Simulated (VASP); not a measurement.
## Na: single point with LDA

Crystal: Na.

```
Na
1.0
     3.18717    0.00000    0.00000
    -1.59358    2.76017    0.00000
     0.00000    0.00000    5.16321
Na
2
Direct
  0.33333 0.66667 0.25000
  0.66667 0.33333 0.75000
```

This isn't the form of Na at room conditions, which is bcc.

| Property | Result |
| --- | --- |
| Program | VASP 6.6.1 |
| Task | single point |
| Functional | LDA |
| Potentials or basis | VASP PAW LDA potentials, release 64 (Na_pv) |
| Cutoff | 520 eV |
| k mesh | 12 × 12 × 7 |
| Occupations | fermi-dirac, width 0.05 eV |
| Spin | no spin polarisation |

- Pressure: 7.2 GPa
- Band gap on the k mesh: zero (bands 7 and 8 overlap by 4.97 eV)

Levels at points of the mesh, in eV from the Fermi level:
| k point | band 4 | band 5 | band 6 | band 7 | band 8 | band 9 | band 10 | band 11 |
| --- | --- | --- | --- | --- | --- | --- | --- | --- |
| (0.00, 0.00, 0.00) | -24.77 | -24.77 | -24.77 | -4.50 | 0.69 | 1.48 | 12.81 | 12.81 |
| (0.50, 0.00, 0.00) | -24.83 | -24.81 | -24.79 | 0.21 | 0.56 | 4.64 | 5.19 | 5.96 |

Wall time 32 s on 1 thread of Intel(R) Xeon(R) Platinum 8259CL CPU @ 2.50GHz (Skylake/Cascade Lake), on a shared host, peak memory 0.15 GiB.

Caveat: the cell stands under pressure.
